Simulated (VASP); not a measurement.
The system is SiC.

```
Si C
1.0
     3.07553    0.00000    0.00000
    -1.53776    2.66349    0.00000
     0.00000    0.00000    5.04739
Si C
2 2
Cartesian
  0.0000 1.7757 0.0231
  1.5378 0.8878 2.5468
  0.0000 1.7757 1.9202
  1.5378 0.8878 4.4439
```

Program: VASP 6.6.1. Alike in all runs: task single point; potentials or basis VASP PAW PBE potentials, release 64 (Si, C); cell as given; k mesh 8 × 8 × 6; cutoff (eV) 520. Hardware: 1 thread of Intel(R) Xeon(R) 6975P-C (Granite Rapids), on a shared host.

**Question.** Order these runs on this cell by their wall time, lowest first.
A. level r2SCAN; spin collinear, zero start; smearing gaussian 0.05 eV
B. level RPBE; spin off; smearing gaussian 0.025 eV
C. level r2SCAN+D4; spin off; smearing gaussian 0.05 eV

**Answer.** B (9.6 s), C (35 s), A (96 s).
